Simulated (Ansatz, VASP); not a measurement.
## One calculation of C, two programs

File INCAR:

```
PREC     = Accurate       # precision mode
ENCUT    = 520            # plane-wave cutoff, eV
EDIFF    = 1E-8           # SCF threshold, eV
ISMEAR   = -1             # smearing method
SIGMA    = 0.05           # smearing width, eV
LREAL    = F              # projectors in reciprocal space
LASPH    = T              # aspherical terms in the spheres
NELM     = 120            # most SCF steps
ALGO     = Normal         # electronic algorithm
ISIF     = 2              # what is computed and relaxed
LWAVE    = F              # write WAVECAR
LCHARG   = F              # write CHGCAR
GGA      = PE             # functional
LEFG     = T            
NBANDS   = 11             # bands
GGA_COMPAT= F
```

File KPOINTS:

```
Automatic mesh
0
Gamma
  13 13 13
```

File POSCAR:

```
C
1.0
    0.0000000000      1.8034657455      1.8034657455
    1.8034657455      0.0000000000      1.8034657455
    1.8034657455      1.8034657455      0.0000000000
C
2
Direct
    0.0000000000      0.0000000000      0.0000000000
    0.2500000000      0.2500000000      0.2500000000
```

Input for Ansatz:

```yaml
crystal:
  lattice:
    - [0.0, 1.8034657455, 1.8034657455]
    - [1.8034657455, 0.0, 1.8034657455]
    - [1.8034657455, 1.8034657455, 0.0]
  atoms:
    - { symbol: C, position: [0.0, 0.0, 0.0] }
    - { symbol: C, position: [0.25, 0.25, 0.25] }
kpoints:
  mp_grid: { grid: [13, 13, 13] }
scf:
  occupations: { method: fermi_dirac, width: 0.05 }
hamiltonian:
  xc: pbe
  pseudopotentials: { kind: paw }
output:
  forces: true
  stress: true
  eigenvalues: true
  efg: { contact_densities: true }
```

Change from the starting cell: volume scaled by 1.03, PAW files.

Alike in both runs: task electric field gradients; functional PBE; k mesh 13 × 13 × 13; occupations fermi-dirac, width 0.05 eV; no spin polarisation.

|  | VASP | Ansatz |
| --- | --- | --- |
| version | VASP 6.6.1 | Ansatz 0.2.0 |
| potentials or method | VASP PAW PBE potentials, release 64 (C) | PAW with Ansatz's default frozen-core files, scalar-relativistic |
| plane-wave cutoff (eV) | 520 | 420 |
| valence electrons in the cell | 8 | 8 |

|  | VASP | Ansatz | Ansatz less VASP |
| --- | --- | --- | --- |
| gap on the k mesh at the Fermi level (eV) | 4.07 | 4.08 | +0.012 |
| pressure (GPa) | -11.6 | -12.1 | -0.55 |

With one functional, cell and mesh, what is left measures potentials, basis and numerics.
